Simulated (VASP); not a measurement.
# BiTe4 (P6/mmm) in VASP: notebook

The runs below take BiTe4 through single point, with PBE.

All numbers are computed with VASP 6.6.1; they aren't measurements. Logs are shortened: lines on timing, memory, paths and dates and some standing lists are left out, and cuts for length are marked.

### Step 1. The cell of the first run

Symmetry: P6/mmm, No. 191, hexagonal system. Conventional cell: a = 6.467 Å, b = 6.467 Å, c = 5.934 Å, α = 90.00°, β = 90.00°, γ = 120.00°. Bi (site symmetry 6/mmm) has 2 Te at 2.97 Å within 3.9 Å. Within 4.4 Å of Te (site symmetry mmm) lie 6 Te at 3.23 Å and 4 Bi at 4.39 Å. Te (site symmetry 6/mmm) has 2 Bi at 2.97 Å and 6 Te at 3.23 Å within 3.9 Å.

The cell was generated, and may not be a known phase.

### Step 2. Single point, PBE

Contents of INCAR:

```
PREC     = Accurate       # precision mode
ENCUT    = 520            # plane-wave cutoff, eV
EDIFF    = 1E-6           # SCF threshold, eV
ISMEAR   = 0              # smearing method
SIGMA    = 0.1            # smearing width, eV
LREAL    = F              # projectors in reciprocal space
LASPH    = T              # aspherical terms in the spheres
NELM     = 80             # most SCF steps
ALGO     = Normal         # electronic algorithm
ISIF     = 2              # what is computed and relaxed
LWAVE    = F              # write WAVECAR
LCHARG   = F              # write CHGCAR
GGA      = PE             # functional
NBANDS   = 28             # bands
```

Contents of KPOINTS:

```
regular mesh
0
Gamma
  6 6 4
```

Contents of POSCAR:

```
BiTe4
1.0
    6.4673320499      0.0000000033      0.0000000000
   -3.2336660278      5.6008738483      0.0000000000
    0.0000000000      0.0000000000      5.9341590165
Bi Te
1 4
Direct
    0.0000000000      0.0000000000      0.5000000000
    0.5000000000      0.0000000000      0.0000000000
    0.0000000000      0.5000000000      0.0000000000
    0.5000000000      0.5000000000      0.0000000000
    0.0000000000      0.0000000000      0.0000000000
```

Potentials or basis: VASP PAW PBE potentials, release 64 (Bi_d, Te).

Command:

```sh
$ cat potpaw_PBE.64/Bi_d/POTCAR potpaw_PBE.64/Te/POTCAR > POTCAR
$ mpirun -np 1 vasp_std > vasp.out
```

OUTCAR:

```text
PREC = Accurate
   ENCUT = 520
   EDIFF = 1E-6
   ISMEAR = 0
   LREAL = F
   LASPH = T
   NELM = 80
   ISIF = 2
   GGA = PE

 ion  position               nearest neighbor table
   1  0.000  0.000  0.500-   5 2.97   5 2.97
   2  0.500  0.000  0.000-   5 3.23   5 3.23   4 3.23   4 3.23   3 3.23   3 3.23
   3  0.000  0.500  0.000-   4 3.23   4 3.23   5 3.23   5 3.23   2 3.23   2 3.23
   4  0.500  0.500  0.000-   3 3.23   3 3.23   2 3.23   2 3.23   5 3.23   5 3.23
   5  0.000  0.000  0.000-   1 2.97   1 2.97   2 3.23   2 3.23   3 3.23   3 3.23   4 3.23   4 3.23

  LATTYP: Found a hexagonal cell.
 ALAT       =     6.4673320499
 C/A-ratio  =     0.9175590446

  Lattice vectors:

 A1 = (   6.4673320499,   0.0000000033,   0.0000000000)
 A2 = (  -3.2336660278,   5.6008738483,   0.0000000000)
 A3 = (   0.0000000000,   0.0000000000,   5.9341590165)

Analysis of symmetry for initial positions (statically):
=====================================================================
 Subroutine PRICEL returns:
 Original cell was already a primitive cell.

 Routine SETGRP: Setting up the symmetry group for a
 hexagonal supercell.

 Subroutine GETGRP returns: Found 24 space group operations
 (whereof 24 operations were pure point group operations)
 out of a pool of 24 trial point group operations.

The static configuration has the point symmetry D_6h.

Analysis of symmetry for dynamics (positions and initial velocities):
=====================================================================
 Subroutine PRICEL returns:
 Original cell was already a primitive cell.

 Routine SETGRP: Setting up the symmetry group for a
 hexagonal supercell.

 Subroutine GETGRP returns: Found 24 space group operations
 (whereof 24 operations were pure point group operations)
 out of a pool of 24 trial point group operations.

The dynamic configuration has the point symmetry D_6h.

 Subroutine INISYM returns: Found 24 space group operations
 (whereof 24 operations are pure point group operations),
 and found     1 'primitive' translations

----------------------------------------------------------------------------------------

                                     Primitive cell

  volume of cell :     214.9513
[... 80 lines left out ...]
   NGXF,Y,Z  is equivalent  to a cutoff of  24.68, 24.68, 26.89 a.u.
 SYSTEM =  unknown system
   PREC   = accura    normal or accurate (medium, high low for compatibility)
   ISTART =      0    job   : 0-new  1-cont  2-samecut
   ICHARG =      2    charge: 1-file 2-atom 10-const
   ISPIN  =      1    spin polarized calculation?
   LNONCOLLINEAR =      F non collinear calculations
   LSORBIT =      F    spin-orbit coupling
   LASPH  =      T    aspherical Exc in radial PAW
   ENCUT  =  520.0 eV  38.22 Ry    6.18 a.u.  12.02 12.02 11.03*2*pi/ulx,y,z
   NELM   =     80;   NELMIN=  2; NELMDL= -5     # of ELM steps
   EDIFF  = 0.1E-05   stopping-criterion for ELM
   LREAL  =      F    real-space projection
[... 7 lines left out ...]
   TEBEG  =    0.0;   TEEND  =   0.0 temperature during run
   PSTRESS=    0.0 pullay stress
   NELECT =      39.0000    total number of electrons
   NUPDOWN=      -1.0000    fix difference up-down
   EMIN   =  10.00;   EMAX   =-10.00  energy-range for DOS
   EFERMI =   0.00;   METHOD = LEGACY
   ISMEAR =     0;   SIGMA  =   0.10  broadening in eV -4-tet -1-fermi 0-gaus
   EFERMI_NEDOS =   21; number of points for ismear=-14 and -15
   IALGO  =     38    algorithm
   IMIX   =      4    mixing-type and parameters
     AMIX     =   0.40;   BMIX     =  1.00
     AMIX_MAG =   1.60;   BMIX_MAG =  1.00
  volume/ion in A,a.u.               =      42.99       290.11
  Fermi-wavevector in a.u.,A,eV,Ry     =   0.926794  1.751386 11.686673  0.858946
  Thomas-Fermi vector in A             =   2.052794
   LORBIT       =      0    0 simple, 1 ext, 2 COOP (PROOUT), +10 PAW based schemes
   GGA     = PE    functional components
   LHFCALC =     F    Hartree Fock is set to
   AEXX    =    0.0000 exact exchange contribution
   IVDW    =     0    specifies the selected vdW correction
   LEPSILON=     F    determine dielectric tensor
   LRPA    =     F    only Hartree local field effects (RPA)
 non-spin polarized calculation
 Gauss-broadening in eV      SIGMA  =   0.10
  energy-cutoff  :      520.00
  volume of cell :      214.95
 maximum number of plane-waves:      5820
   NGX = 25   NGY = 25   NGZ = 23

 number of electron      38.9999990 magnetization

 Free energy of the ion-electron system (eV)
  ---------------------------------------------------
  ext. energy  EPLUGINS =         0.00000000
  ---------------------------------------------------
  free energy    TOTEN  =       -13.55944913 eV

  energy without entropy =      -13.53165079  energy(sigma->0) =      -13.54554996

 E-fermi :   3.5750     XC(G=0):  -7.9205

 val. band max:        3.5707972265   @ k =   0.5000   0.0000   0.0000
 cond. band min:       3.5785605995   @ k =   0.1667   0.1667   0.5000
 fundamental gap:      0.0077633730
 Fermi energy:         3.5749867090

 k-point     1 :       0.0000    0.0000    0.0000
  band No.  band energies     occupation
      1     -19.5939      2.00000
      2     -19.5321      2.00000
      3     -19.5321      2.00000
      4     -19.4657      2.00000
      5     -19.4657      2.00000
      6      -9.7216      2.00000
[... 640 lines left out ...]
     27       9.0974      0.00000
     28       9.9290      0.00000

------------------------ aborting loop because EDIFF is reached ----------------------------------------

  FORCE on cell =-STRESS in cart. coord.  units (eV):
  Direction    XX          YY          ZZ          XY          YZ          ZX
  --------------------------------------------------------------------------------------
  -------------------------------------------------------------------------------------
  Total        0.2306386      0.2306386      0.3641497      0.0000000     -0.0000000      0.0000000
  in kB        1.7191051      1.7191051      2.7142537      0.0000000     -0.0000000      0.0000000
  external PRESSURE =       2.0508213 kB  Pullay stress =       0.0000000 kB

 VOLUME and BASIS-vectors are now :
 -----------------------------------------------------------------------------
  energy-cutoff  :      520.00
  volume of cell :      214.95
      direct lattice vectors                 reciprocal lattice vectors
     6.467332050  0.000000003  0.000000000     0.154623265  0.089271784  0.000000000
    -3.233666028  5.600873848  0.000000000    -0.000000000  0.178543568  0.000000000
     0.000000000  0.000000000  5.934159016     0.000000000  0.000000000  0.168515875

 POSITION                                       TOTAL-FORCE (eV/Angst)
 -----------------------------------------------------------------------------------
      0.00000      0.00000      2.96708        -0.000000      0.000000      0.000000
      3.23367      0.00000      0.00000        -0.000000      0.000000      0.000000
     -1.61683      2.80044      0.00000        -0.000000      0.000000      0.000000
      1.61683      2.80044      0.00000         0.000000      0.000000      0.000000
      0.00000      0.00000      0.00000        -0.000000      0.000000      0.000000
 -----------------------------------------------------------------------------------
    total drift:                               -0.000000      0.000000      0.000000

  FREE ENERGIE OF THE ION-ELECTRON SYSTEM (eV)
  ---------------------------------------------------
  free  energy   TOTEN  =       -13.5594491251 eV

  energy  without entropy=      -13.5316507894  energy(sigma->0) =      -13.54554996
```

OSZICAR:

```text
N       E                     dE             d eps       ncg     rms          rms(c)
DAV:   1     0.274705165987E+03    0.27471E+03   -0.15455E+04  1176   0.115E+03
DAV:   2     0.959727257791E+01   -0.26511E+03   -0.25936E+03  1448   0.264E+02
DAV:   3    -0.130978698836E+02   -0.22695E+02   -0.22491E+02  1512   0.875E+01
DAV:   4    -0.138257211954E+02   -0.72785E+00   -0.72660E+00  1608   0.180E+01
DAV:   5    -0.138434207802E+02   -0.17700E-01   -0.17699E-01  1676   0.248E+00    0.123E+01
DAV:   6    -0.135982548155E+02    0.24517E+00   -0.18126E+00  1340   0.383E+00    0.684E+00
DAV:   7    -0.135904057165E+02    0.78491E-02   -0.70650E-01  1316   0.242E+00    0.424E+00
DAV:   8    -0.135599195997E+02    0.30486E-01   -0.19650E-01  1320   0.135E+00    0.455E-01
DAV:   9    -0.135596718714E+02    0.24773E-03   -0.11575E-02  1324   0.417E-01    0.299E-01
DAV:  10    -0.135594683216E+02    0.20355E-03   -0.13563E-03  1380   0.187E-01    0.973E-02
DAV:  11    -0.135594429227E+02    0.25399E-04   -0.28319E-04  1412   0.647E-02    0.440E-02
DAV:  12    -0.135594545133E+02   -0.11591E-04   -0.10277E-04  1316   0.483E-02    0.184E-02
DAV:  13    -0.135594501008E+02    0.44125E-05   -0.11490E-05  1488   0.184E-02    0.642E-03
DAV:  14    -0.135594491251E+02    0.97566E-06   -0.37610E-06  1236   0.764E-03
   1 F= -.13559449E+02 E0= -.13545550E+02  d E =-.277983E-01
```

stdout:

```text
POSCAR found type information on POSCAR BiTe
 POSCAR found :  2 types and       5 ions
 scaLAPACK will be used
 LDA part: xc-table for (Slater+PW92), standard interpolation
 POSCAR, INCAR and KPOINTS ok, starting setup
 FFT: planning ... GRIDC
 FFT: planning ... GRID_SOFT
 FFT: planning ... GRID
 WAVECAR not read
 entering main loop
```

It took 80 s on 1 thread of Intel Xeon Platinum 8375C at 2.90GHz (Ice Lake), shared host; peak memory 0.38 GiB.

What came out:

```yaml
Free_energy: -13.5594 eV
Pressure: 0.2 GPa
Band_gap_on_the_k_mesh: zero (an odd number of electrons rules out a gap without spin polarisation)
```

Stress tensor (GPa, compression positive):
```
0.17 0.00 0.00
0.00 0.17 0.00
0.00 0.00 0.27
```

Levels at points of the mesh, in eV from the Fermi level:
```
           k point  band 16  band 17  band 18  band 19  band 20  band 21  band 22  band 23
(0.00, 0.00, 0.00)    -0.33    -0.33    -0.06    -0.06     1.27     1.27     1.30     3.43
(0.50, 0.00, 0.00)    -1.73    -1.23    -1.13    -1.07    -0.47     0.00     0.02     2.15
(0.00, 0.00, 0.50)    -0.65    -0.65    -0.53    -0.53     0.26     1.12     1.12     1.31
(0.50, 0.00, 0.50)    -1.71    -1.39    -1.17    -1.16    -0.70     0.37     0.43     0.51
```

Caveat: spin-orbit coupling is left out, which moves the levels of the heavy elements; an odd number of electrons without spin polarisation forces a metal; a magnetic or distorted state may lie lower.

### Step 3. Single point, PBE

This run uses another cell than the first one, of 43.23 Å³/atom.

Contents of INCAR:

```
ALGO = Normal ; EDIFF = 1E-6
ENCUT = 520 ; GGA = PE
ISIF = 2 ; ISMEAR = 0
LASPH = True ; LCHARG = True
LELF = True ; LREAL = False
LVHAR = True ; LWAVE = False
NBANDS = 28 ; NELM = 100
PREC = Accurate ; SIGMA = 0.1
```

Contents of KPOINTS:

```
k-points
0
Gamma
  6 6 6
```

Edit POSCAR of step 2 so:

```diff
@@ -2,5 +2,5 @@
 1.0
-    6.4673320499      0.0000000033      0.0000000000
-   -3.2336660278      5.6008738483      0.0000000000
-    0.0000000000      0.0000000000      5.9341590165
+    6.4884704215      0.0000000000      0.0000000000
+   -3.2442352107      5.6191802168      0.0000000000
+    0.0000000000      0.0000000000      5.9278749550
 Bi Te
```

Potentials or basis: VASP PAW PBE potentials, release 64 (Bi_d, Te).

Command:

```sh
$ cat potpaw_PBE.64/Bi_d/POTCAR potpaw_PBE.64/Te/POTCAR > POTCAR
$ mpirun -np 1 vasp_std > vasp.out
```

Run time: 1.9 min. Hardware: 1 thread of Intel Xeon Platinum 8375C at 2.90GHz (Ice Lake), shared host; peak memory 0.41 GiB.

It converged, with:

- Free energy: -13.6252 eV
- Pressure: 0.0 GPa
- Band gap on the k mesh: zero (an odd number of electrons rules out a gap without spin polarisation)

Levels at points of the mesh, in eV from the Fermi level:
```csv
k point,band 16,band 17,band 18,band 19,band 20,band 21,band 22,band 23
"(0.00, 0.00, 0.00)",-0.34,-0.34,-0.07,-0.07,1.23,1.23,1.27,3.43
"(0.50, 0.00, 0.00)",-1.72,-1.23,-1.14,-1.07,-0.47,-0.01,0.03,2.10
"(0.00, 0.00, 0.50)",-0.66,-0.66,-0.54,-0.54,0.27,1.08,1.08,1.28
"(0.50, 0.00, 0.50)",-1.70,-1.40,-1.19,-1.17,-0.71,0.38,0.42,0.49
```

Caveat: spin-orbit coupling is left out, which moves the levels of the heavy elements; an odd number of electrons without spin polarisation forces a metal; a magnetic or distorted state may lie lower.
